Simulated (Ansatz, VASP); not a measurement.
## Two plane-wave programs on Be2Si

```
Si Be
1.0
     0.00000    2.64000    2.64000
     2.64000    0.00000    2.64000
     2.64000    2.64000    0.00000
Si Be
1 2
Cartesian
  0.0000 0.0000 0.0000
  1.3200 1.3200 1.3200
  3.9600 3.9600 3.9600
```

Alike in both runs: task single point; functional PBE; k mesh 9 × 9 × 9; occupations fermi-dirac, width 0.05 eV; no spin polarisation.

```csv
,VASP,Ansatz
version,VASP 6.6.1,Ansatz 0.2.0
potentials or method,"VASP PAW PBE potentials, release 64 (Si, Be)",Ansatz PAW
plane-wave cutoff (eV),520,420
valence electrons in the cell,8,8
```

|  | VASP | Ansatz | Ansatz less VASP |
| --- | --- | --- | --- |
| gap on the k mesh at the Fermi level (eV) | none | none | - |
| pressure (GPa) | 0.2 | 0.2 | -0.07 |

A gap of «none» marks a metal or a gap that the smearing closes.
